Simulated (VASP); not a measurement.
# Ti (P6_3/mmc) in VASP: further runs, part 2 of 2

VASP 6.6.1. Earlier steps stand in the parts before.

## Step 3: Single point, PBE (volume scaled by 0.96)

INCAR

```
  ALGO = Fast
  EDIFF = 1E-6
  ENCUT = 520
  GGA = PE
  ISIF = 2
  ISMEAR = -1
  LASPH = T
  LCHARG = F
  LREAL = F
  LWAVE = F
  NBANDS = 19
  NELM = 100
  PREC = Accurate
  SIGMA = 0.05
```

KPOINTS

```
k-points
0
Gamma
  10 10 6
```

POSCAR

```
Ti
1.0
    2.9101302477      0.0000000000      0.0000000000
   -1.4550651239      2.5202467229      0.0000000000
    0.0000000000      0.0000000000      4.6167490031
Ti
2
Direct
    0.6666666667      0.3333333333      0.7500000000
    0.3333333333      0.6666666667      0.2500000000
```

Potentials or basis: VASP PAW PBE potentials, release 64 (Ti_sv).

On the command line:

```bash
> cat potpaw_PBE.64/Ti_sv/POTCAR > POTCAR
> mpirun -np 1 vasp_std > vasp.out
```

OUTCAR:

```text
EDIFF = 1E-6
   ENCUT = 520
   GGA = PE
   ISIF = 2
   ISMEAR = -1
   LASPH = T
   LREAL = F
   NELM = 100
   PREC = Accurate

 ion  position               nearest neighbor table
   1  0.667  0.333  0.750-   2 2.86   2 2.86   2 2.86   2 2.86   2 2.86   2 2.86
   2  0.333  0.667  0.250-   1 2.86   1 2.86   1 2.86   1 2.86   1 2.86   1 2.86

  LATTYP: Found a hexagonal cell.
 ALAT       =     2.9101302477
 C/A-ratio  =     1.5864406780

  Lattice vectors:

 A1 = (   2.9101302477,   0.0000000000,   0.0000000000)
 A2 = (  -1.4550651239,   2.5202467229,   0.0000000000)
 A3 = (   0.0000000000,   0.0000000000,   4.6167490031)

Analysis of symmetry for initial positions (statically):
=====================================================================
 Subroutine PRICEL returns:
 Original cell was already a primitive cell.

 Routine SETGRP: Setting up the symmetry group for a
 hexagonal supercell.

 Subroutine GETGRP returns: Found 24 space group operations
 (whereof 12 operations were pure point group operations)
 out of a pool of 24 trial point group operations.

The static configuration has the point symmetry D_3d.
 The point group associated with its full space group is D_6h.

Analysis of symmetry for dynamics (positions and initial velocities):
=====================================================================
 Subroutine PRICEL returns:
 Original cell was already a primitive cell.

 Routine SETGRP: Setting up the symmetry group for a
 hexagonal supercell.

 Subroutine GETGRP returns: Found 24 space group operations
 (whereof 12 operations were pure point group operations)
 out of a pool of 24 trial point group operations.

The dynamic configuration has the point symmetry D_3d.
 The point group associated with its full space group is D_6h.

 Subroutine INISYM returns: Found 24 space group operations
 (whereof 12 operations are pure point group operations),
 and found     1 'primitive' translations

----------------------------------------------------------------------------------------

                                     Primitive cell

  volume of cell :      33.8604

  direct lattice vectors                    reciprocal lattice vectors
     2.910130248  0.000000000  0.000000000     0.343627231  0.198393275  0.000000000
    -1.455065124  2.520246723  0.000000000     0.000000000  0.396786549  0.000000000
     0.000000000  0.000000000  4.616749003     0.000000000  0.000000000  0.216602635

  length of vectors
     2.910130248  2.910130248  4.616749003     0.396786549  0.396786549  0.216602635

  position of ions in fractional coordinates (direct lattice)
     0.666666667  0.333333333  0.750000000
     0.333333333  0.666666667  0.250000000

  ion indices of the primitive-cell ions
   primitive index   ion index
                 1           1
                 2           2

----------------------------------------------------------------------------------------

 KPOINTS: k-points

Automatic generation of k-mesh.
 Grid dimensions read from file:
 generate k-points for:   10   10    6

 Generating k-lattice:

  Cartesian coordinates                     Fractional coordinates (reciprocal lattice)
     0.034362723  0.019839327  0.000000000     0.100000000  0.000000000  0.000000000
     0.000000000  0.039678655  0.000000000     0.000000000  0.100000000  0.000000000
     0.000000000  0.000000000  0.036100439     0.000000000  0.000000000  0.166666667

  Length of vectors
     0.039678655  0.039678655  0.036100439

  Shift w.r.t. Gamma in fractional coordinates (k-lattice)
     0.000000000  0.000000000  0.000000000

 Subroutine IBZKPT returns following result:
 ===========================================

 Found     56 irreducible k-points:

 Following reciprocal coordinates:
            Coordinates               Weight
  0.000000  0.000000  0.000000      1.000000
  0.100000  0.000000  0.000000      6.000000
  0.200000  0.000000  0.000000      6.000000
  0.300000  0.000000  0.000000      6.000000
  0.400000  0.000000  0.000000      6.000000
  0.500000  0.000000  0.000000      3.000000
[... 16 lines left out ...]
  0.300000  0.100000  0.166667     24.000000
  0.400000  0.100000  0.166667     24.000000
 [... further k-points ...]
   k-points           NKPTS =     56   k-points in BZ     NKDIM =     56   number of bands    NBANDS=     19
   number of dos      NEDOS =    301   number of ions     NIONS =      2
   total plane-waves  NPLWV =  20736
   dimension x,y,z NGX =    24 NGY =   24 NGZ =   36
   dimension x,y,z NGXF=    48 NGYF=   48 NGZF=   72
   ions per type =               2
   NGX,Y,Z   is equivalent  to a cutoff of  13.71, 13.71, 12.96 a.u.
   NGXF,Y,Z  is equivalent  to a cutoff of  27.42, 27.42, 25.93 a.u.
 SYSTEM =  unknown system
   PREC   = accura    normal or accurate (medium, high low for compatibility)
   ISTART =      0    job   : 0-new  1-cont  2-samecut
   ICHARG =      2    charge: 1-file 2-atom 10-const
   ISPIN  =      1    spin polarized calculation?
   LNONCOLLINEAR =      F non collinear calculations
   LSORBIT =      F    spin-orbit coupling
   LASPH  =      T    aspherical Exc in radial PAW
   ENCUT  =  520.0 eV  38.22 Ry    6.18 a.u.   5.41  5.41  8.58*2*pi/ulx,y,z
   NELM   =    100;   NELMIN=  2; NELMDL= -5     # of ELM steps
   EDIFF  = 0.1E-05   stopping-criterion for ELM
   LREAL  =      F    real-space projection
   EDIFFG = 0.1E-04   stopping-criterion for IOM
   NSW    =      0    number of steps for IOM
   IBRION =     -1    ionic relax: 0-MD 1-quasi-New 2-CG
   NFREE  =      0    steps in history (QN), initial steepest desc. (CG)
   ISIF   =      2    stress and relaxation
   ISYM   =      2    0-nonsym 1-usesym 2-fastsym
   POTIM  = 0.5000    time-step for ionic-motion
   TEBEG  =    0.0;   TEEND  =   0.0 temperature during run
   PSTRESS=    0.0 pullay stress
   NELECT =      24.0000    total number of electrons
   NUPDOWN=      -1.0000    fix difference up-down
   EMIN   =  10.00;   EMAX   =-10.00  energy-range for DOS
   EFERMI =   0.00;   METHOD = LEGACY
   ISMEAR =    -1;   SIGMA  =   0.05  broadening in eV -4-tet -1-fermi 0-gaus
   EFERMI_NEDOS =   21; number of points for ismear=-14 and -15
   IALGO  =     68    algorithm
   IMIX   =      4    mixing-type and parameters
     AMIX     =   0.40;   BMIX     =  1.00
     AMIX_MAG =   1.60;   BMIX_MAG =  1.00
  volume/ion in A,a.u.               =      16.93       114.25
  Fermi-wavevector in a.u.,A,eV,Ry     =   1.459648  2.758334 28.988177  2.130571
  Thomas-Fermi vector in A             =   2.576190
   LORBIT       =      0    0 simple, 1 ext, 2 COOP (PROOUT), +10 PAW based schemes
   GGA     = PE    functional components
   LHFCALC =     F    Hartree Fock is set to
   AEXX    =    0.0000 exact exchange contribution
   IVDW    =     0    specifies the selected vdW correction
   LEPSILON=     F    determine dielectric tensor
   LRPA    =     F    only Hartree local field effects (RPA)
 non-spin polarized calculation
 RMM-DIIS sequential band-by-band and
  energy-cutoff  :      520.00
  volume of cell :       33.86
 maximum number of plane-waves:       935
 NGX is ok and might be reduce to    24
   NGX = 11   NGY = 11   NGZ = 17

 number of electron      23.9999999 magnetization

 Free energy of the ion-electron system (eV)
  ---------------------------------------------------
  ext. energy  EPLUGINS =         0.00000000
  ---------------------------------------------------
  free energy    TOTEN  =       -15.67075246 eV

  energy without entropy =      -15.65135582  energy(sigma->0) =      -15.66105414

 E-fermi :   8.6008     XC(G=0): -11.6186

 val. band max:        8.5928492809   @ k =   0.1000   0.0000   0.1667
 cond. band min:       8.6167550720   @ k =   0.0000   0.0000   0.3333
 fundamental gap:      0.0239057911
 Fermi energy:         8.6007503220

 k-point     1 :       0.0000    0.0000    0.0000
  band No.  band energies     occupation
      1     -48.2083      2.00000
      2     -48.0576      2.00000
      3     -24.8253      2.00000
      4     -24.1289      2.00000
      5     -24.1289      2.00000
      6     -24.0590      2.00000
[... 11 lines left out ...]
     18      10.2869      0.00000
     19      11.8607      0.00000

 k-point     2 :       0.1000    0.0000    0.0000
  band No.  band energies     occupation
      1     -48.1975      2.00000
      2     -48.0533      2.00000
      3     -24.8016      2.00000
      4     -24.1775      2.00000
      5     -24.1450      2.00000
      6     -24.0716      2.00000
[... 476 lines left out ...]
 k-point    24 :       0.4000    0.1000    0.1667
  band No.  band energies     occupation
      1     -48.0747      2.00000
      2     -48.0320      2.00000
      3     -24.6652      2.00000
      4     -24.5427      2.00000
      5     -24.4244      2.00000
      6     -24.2901      2.00000
[... 11 lines left out ...]
     18      12.1427      0.00000
     19      12.8916      0.00000

 [... further k-points ...]
[... 5 lines left out ...]
  --------------------------------------------------------------------------------------
  -------------------------------------------------------------------------------------
  Total        0.5916437      0.5916437      0.4963139     -0.0000000     -0.0000000      0.0000000
  in kB       27.9949107     27.9949107     23.4841710     -0.0000000     -0.0000000      0.0000000
  external PRESSURE =      26.4913308 kB  Pullay stress =       0.0000000 kB

 VOLUME and BASIS-vectors are now :
 -----------------------------------------------------------------------------
  energy-cutoff  :      520.00
  volume of cell :       33.86
      direct lattice vectors                 reciprocal lattice vectors
     2.910130248  0.000000000  0.000000000     0.343627231  0.198393275  0.000000000
    -1.455065124  2.520246723  0.000000000     0.000000000  0.396786549  0.000000000
     0.000000000  0.000000000  4.616749003     0.000000000  0.000000000  0.216602635

 POSITION                                       TOTAL-FORCE (eV/Angst)
 -----------------------------------------------------------------------------------
      1.45507      0.84008      3.46256         0.000000     -0.000000      0.000000
     -0.00000      1.68016      1.15419        -0.000000      0.000000      0.000000
 -----------------------------------------------------------------------------------
    total drift:                               -0.000000      0.000000     -0.000000

  FREE ENERGIE OF THE ION-ELECTRON SYSTEM (eV)
  ---------------------------------------------------
  free  energy   TOTEN  =       -15.6707524627 eV

  energy  without entropy=      -15.6513558166  energy(sigma->0) =      -15.66105414
```

OSZICAR:

```text
N       E                     dE             d eps       ncg     rms          rms(c)
DAV:   1     0.266717237890E+03    0.26672E+03   -0.13029E+04  2128   0.158E+03
DAV:   2     0.127343248797E+02   -0.25398E+03   -0.24999E+03  2185   0.445E+02
DAV:   3    -0.164221933692E+02   -0.29157E+02   -0.28869E+02  3994   0.123E+02
[... 29 lines left out ...]
RMM:  33    -0.156707484200E+02   -0.19192E-05   -0.22706E-05  1932   0.160E-02    0.144E-02
RMM:  34    -0.156707496363E+02   -0.12163E-05   -0.15275E-05  1921   0.149E-02    0.150E-02
RMM:  35    -0.156707508665E+02   -0.12303E-05   -0.14976E-05  1872   0.136E-02    0.157E-02
RMM:  36    -0.156707517108E+02   -0.84427E-06   -0.10742E-05  1907   0.126E-02    0.162E-02
RMM:  37    -0.156707524627E+02   -0.75184E-06   -0.96214E-06  1810   0.117E-02
   1 F= -.15670752E+02 E0= -.15661054E+02  d E =-.193966E-01
```

It took 1.8 min on 1 thread of AMD EPYC 7R43 (Zen 3), shared host; peak memory 0.13 GiB.

Results:

```
Free energy            : -15.6708 eV
Pressure               : 2.6 GPa
Band gap on the k mesh : zero (band 12 reaches 9.40 eV, above the bottom of band 13 at 8.39 eV)
```

## Step 4: Single point, PBE (volume scaled by 1.04)

INCAR

```
SYSTEM = Ti
ALGO = Fast ; EDIFF = 1E-7
ENCUT = 520 ; GGA = PE
ISIF = 2 ; ISMEAR = -1
LASPH = .TRUE. ; LCHARG = .TRUE.
LELF = .TRUE. ; LREAL = .FALSE.
LVHAR = .TRUE. ; LWAVE = .FALSE.
NBANDS = 19 ; NELM = 100
PREC = Accurate ; SIGMA = 0.05
```

KPOINTS

```
k-points
0
G
  10 10 6
  0 0 0
```

POSCAR

```
Ti
1.0
    2.9888202413      0.0000000000      0.0000000000
   -1.4944101206      2.5883942563      0.0000000000
    0.0000000000      0.0000000000      4.7415860099
Ti
2
Direct
    0.6666666667      0.3333333333      0.7500000000
    0.3333333333      0.6666666667      0.2500000000
```

On the command line:

```bash
> cat potpaw_PBE.64/Ti_sv/POTCAR > POTCAR
> mpirun -np 1 vasp_std > vasp.out
```

Wall time 2.5 min (1 thread of AMD EPYC 7R43 (Zen 3), shared host); peak memory 0.13 GiB.

The run converged. Its results:

| Quantity | Value |
| --- | --- |
| Free energy | -15.6439 eV |
| Pressure | -5.5 GPa |
| Band gap on the k mesh | zero (band 12 reaches 8.51 eV, above the bottom of band 13 at 7.52 eV) |

Stress tensor (GPa, compression positive):
```
-5.41  0.00  0.00
 0.00 -5.41  0.00
 0.00  0.00 -5.81
```

Levels at points of the mesh, in eV from the Fermi level:
```csv
k point,band 9,band 10,band 11,band 12,band 13,band 14,band 15,band 16
"(0.00, 0.00, 0.00)",-6.07,-2.55,0.63,0.75,0.75,0.84,1.21,1.21
"(0.50, 0.00, 0.00)",-2.27,-2.00,-1.70,-0.66,0.48,0.58,1.10,3.12
"(0.00, 0.00, 0.50)",-4.28,-4.28,0.09,0.09,0.66,0.66,0.66,0.66
"(0.50, 0.00, 0.50)",-2.39,-2.39,-0.75,-0.75,1.20,1.20,1.64,1.64
```

## Step 5: The runs side by side

```tsv
task	level	cell	cutoff (eV)	gap on the mesh (eV)	pressure (GPa)
relaxation of cell and atoms	BLYP+D4	relaxed from a = 2.950, b = 2.950, c = 4.680 Å, angles 90.0, 90.0, 120.0°, 2 atoms	600	none	0.1
single point	PBE	a = 2.910, b = 2.910, c = 4.617 Å, angles 90.0, 90.0, 120.0°, 2 atoms	520	none	2.6
single point	PBE	a = 2.989, b = 2.989, c = 4.742 Å, angles 90.0, 90.0, 120.0°, 2 atoms	520	none	-5.5
```

Alike in all rows: potentials or basis VASP PAW PBE potentials, release 64 (Ti_sv); no spin polarisation; k mesh 10 × 10 × 6; smearing fermi-dirac 0.05 eV.

Caveats: the PAW data sets were made with another functional, which shifts forces and pressure a little (some runs); pairwise dispersion overbinds metals, which lowers pressure and volume (some runs).

Absolute energies hang on the potentials; compare differences alone.
